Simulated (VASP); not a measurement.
Set up this calculation in VASP 6.6.1, as the native input.

```yaml
Task: single point
Functional: r2SCAN
Potentials_or_basis: VASP PAW PBE potentials, release 64 (Si, O)
Cutoff: 520 eV
k_mesh: 8 × 8 × 11
Occupations: fermi-dirac, width 0.08 eV
Spin: no spin polarisation
Dipole_correction: no
Further_INCAR_settings: ALGO = Normal; EDIFF = 1e-06; NBANDS = 25
```

SiO2 (rutile type):

```xyz
6
Lattice="3.9875 0.0000 0.0000 0.0000 3.9875 0.0000 0.0000 0.0000 2.5873" Properties=species:S:1:pos:R:3 pbc="T T T"
Si    0.0000    0.0000    0.0000
Si    1.9937    1.9937    1.2936
O     1.2054    1.2054    0.0000
O     2.7820    2.7820    0.0000
O     3.1991    0.7883    1.2936
O     0.7883    3.1991    1.2936
```

The input as run:

POSCAR

```
SiO2
1.0
    3.9874531640      0.0000000000      0.0000000000
    0.0000000000      3.9874531640      0.0000000000
    0.0000000000      0.0000000000      2.5872511099
Si O
2 4
Direct
    0.0000000000      0.0000000000      0.0000000000
    0.5000000000      0.5000000000      0.5000000000
    0.3023010457      0.3023010457      0.0000000000
    0.6976989543      0.6976989543      0.0000000000
    0.8023010457      0.1976989543      0.5000000000
    0.1976989543      0.8023010457      0.5000000000
```

INCAR.step1

```
ALGO = Normal ; EDIFF = 1E-4
ENCUT = 520 ; GGA = PE
ISMEAR = -1 ; LASPH = True
LCHARG = False ; LREAL = False
LWAVE = True ; NBANDS = 25
NELM = 100 ; PREC = Accurate
SIGMA = 0.08
```

INCAR.step2

```
ALGO = Normal ; EDIFF = 1E-6
ENCUT = 520 ; ISIF = 2
ISMEAR = -1 ; ISTART = 1
LASPH = True ; LCHARG = False
LMIXTAU = True ; LREAL = False
LWAVE = False ; METAGGA = R2SCAN
NBANDS = 25 ; NELM = 100
PREC = Accurate ; SIGMA = 0.08
```

KPOINTS

```
k-points
0
Gamma
  8 8 11
```

Potentials or basis: VASP PAW PBE potentials, release 64 (Si, O).

The run is started by

```console
$ cat potpaw_PBE.64/Si/POTCAR potpaw_PBE.64/O/POTCAR > POTCAR
$ cp INCAR.step1 INCAR
$ mpirun -np 1 vasp_std > vasp.out
$ cp INCAR.step2 INCAR
$ mpirun -np 1 vasp_std > vasp.out
```

Results of the run:

```json
{
  "Pressure": "53.5 GPa",
  "Largest force": "0.015 eV/Å",
  "Band gap on the k mesh": "7.88 eV, direct"
}
```

Caveat: the PAW data sets were made with another functional, which shifts forces and pressure a little.

Run time: 4.3 min on 1 thread of Intel(R) Xeon(R) Platinum 8488C (Sapphire Rapids) (shared host), peak memory 0.19 GiB.
